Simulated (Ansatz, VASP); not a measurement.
Two plane-wave programs on Ag

The input INCAR:

```
SYSTEM = Ag
PREC     = Accurate       ! precision mode
ENCUT    = 520            ! plane-wave cutoff, eV
EDIFF    = 1E-6           ! SCF threshold, eV
ISMEAR   = 0              ! smearing method
SIGMA    = 0.15           ! smearing width, eV
LREAL    = .False.        ! projectors in reciprocal space
LASPH    = .True.         ! aspherical terms in the spheres
NELM     = 100            ! most SCF steps
ALGO     = Fast           ! electronic algorithm
ISIF     = 2              ! what is computed and relaxed
LWAVE    = .False.        ! write WAVECAR
LCHARG   = .False.        ! write CHGCAR
GGA      = PE             ! functional
NBANDS   = 30             ! bands
```

KPOINTS

```
regular mesh
0
Gamma
  18 18 6
  0 0 0
```

POSCAR

```
Ag
1.0
    2.8927652239      0.0000000000      0.0000000000
   -1.4463826119      2.5052081711      0.0000000000
    0.0000000000      0.0000000000      9.5635118913
Ag
4
Direct
    0.3333333333      0.6666666667      0.2500000000
    0.6666666667      0.3333333333      0.7500000000
    0.0000000000      0.0000000000      0.0000000000
    0.0000000000      0.0000000000      0.5000000000
```

Input for Ansatz:

```yaml
crystal:
  lattice:
    - [2.8927652239, 0.0, 0.0]
    - [-1.4463826119, 2.5052081711, 0.0]
    - [0.0, 0.0, 9.5635118913]
  atoms:
    - { symbol: Ag, position: [0.3333333333, 0.6666666667, 0.25] }
    - { symbol: Ag, position: [0.6666666667, 0.3333333333, 0.75] }
    - { symbol: Ag, position: [0.0, 0.0, 0.0] }
    - { symbol: Ag, position: [0.0, 0.0, 0.5] }
basis:
  ecutwfc: 420
kpoints:
  mp_grid: { grid: [18, 18, 6] }
hamiltonian:
  xc: pbe
scf:
  occupations: { method: gaussian, width: 0.15 }
output:
  forces: true
  stress: true
  eigenvalues: true
```

Change from the starting cell: strain -0.015 along x and y, +0.000 along z, atoms carried along.

Alike in both runs: task single point; functional PBE; k mesh 18 × 18 × 6; occupations gaussian, width 0.15 eV; no spin polarisation.

```csv
,VASP,Ansatz
version,VASP 6.6.1,Ansatz 0.2.0
potentials or method,"VASP PAW PBE potentials, release 64 (Ag), cutoff 520 eV","scalar-relativistic, plane waves, PAW"
valence electrons in the cell,44,76
```

Ansatz gave:

- gap on the k mesh at the Fermi level (eV): none
- pressure (GPa): 3.0
- traceless stress, the component that is largest in VASP (GPa): -0.79

Question: Which values does VASP return?

Answer: gap on the k mesh at the Fermi level (eV): none; pressure (GPa): 2.9; traceless stress, the component that is largest in VASP (GPa): -0.79.

A gap of «none» marks a metal or a gap that the smearing closes. VASP's potentials hold 44 valence electrons a cell and Ansatz's 76, so a difference there can come from the potentials and not from the codes.
